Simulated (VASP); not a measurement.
# TePb: single point with PBE

Crystal: TePb.

```
CELL_PARAMETERS angstrom
4.05663 0.00000 0.00000
0.00000 4.05663 0.00000
0.00000 0.00000 4.05663
ATOMIC_POSITIONS crystal
Te 0.50000 0.50000 0.50000
Pb 0.00000 0.00000 0.00000
```

This cell differs from its parent crystal: volume scaled by 1.040.

- Program: VASP 6.6.1
- Task: single point
- Functional: PBE
- Potentials or basis: VASP PAW PBE potentials, release 64 (Te, Pb_d)
- Cutoff: 520 eV
- k mesh: 8 × 8 × 8
- Occupations: gaussian, width 0.05 eV
- Spin: no spin polarisation
- Dipole correction: no
- Further INCAR settings: ALGO = Normal; EDIFF = 1e-07; NBANDS = 17

* Pressure: -1.6 GPa
* Band gap on the k mesh: zero (band 10 reaches 6.16 eV, above the bottom of band 11 at 5.01 eV)

Levels at points of the mesh, in eV from the Fermi level:
```
           k point  band 7  band 8  band 9  band 10  band 11  band 12  band 13  band 14
(0.00, 0.00, 0.00)   -6.92   -1.49   -1.49    -1.49     4.06     4.06     4.96     4.96
(0.50, 0.00, 0.00)   -8.95   -0.85   -0.16    -0.16     0.12     2.25     2.25     5.40
(0.50, 0.50, 0.00)   -7.93   -4.18   -4.18     0.20     3.35     3.55     3.55     5.93
(0.50, 0.50, 0.50)   -7.25   -2.35   -2.35    -2.35    -0.95    -0.95    -0.95    13.13
```

Wall time 54 s on 1 thread of Intel Xeon 8259CL, with other jobs on the host, peak memory 0.19 GiB.

Caveat: spin-orbit coupling is left out, which moves the levels of the heavy elements.
